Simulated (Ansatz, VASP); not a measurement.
**Two plane-wave programs on CaZnC6N6**

```
CELL_PARAMETERS angstrom
0.00000 5.29700 5.29700
5.29700 0.00000 5.29700
5.29700 5.29700 0.00000
ATOMIC_POSITIONS crystal
Ca 0.50000 0.50000 0.50000
Zn 0.00000 0.00000 0.00000
C 0.81905 0.18095 0.18095
C 0.18095 0.81905 0.18095
C 0.18095 0.18095 0.81905
C 0.18095 0.81905 0.81905
C 0.81905 0.18095 0.81905
C 0.81905 0.81905 0.18095
N 0.70861 0.29139 0.29139
N 0.29139 0.70861 0.29139
N 0.29139 0.29139 0.70861
N 0.29139 0.70861 0.70861
N 0.70861 0.29139 0.70861
N 0.70861 0.70861 0.29139
```

Alike in both runs: task single point; functional PBE; k mesh 4 × 4 × 4; occupations gaussian, width 0.1 eV; no spin polarisation.

```csv
,VASP,Ansatz
version,VASP 6.6.1,Ansatz 0.2.0
potentials or method,"VASP PAW PBE potentials, release 64 (Ca_sv, Zn, C, N), cutoff 520 eV","scalar-relativistic, plane waves, PAW"
valence electrons in the cell,76,76
```

VASP gave:

- gap on the k mesh at the Fermi level (eV): none
- pressure (GPa): 8.9
- rms of the force components (eV/Å): 1.173

Problem. Which values does Ansatz return?

Solution. gap on the k mesh at the Fermi level (eV): none; pressure (GPa): 8.3; rms of the force components (eV/Å): 1.361.

Atom by atom the forces differ by 0.188 eV/Å (rms over components). A gap of «none» marks a metal or a gap that the smearing closes.

Noted on VASP's run: the standard files for N, O and F lose accuracy on very short bonds.
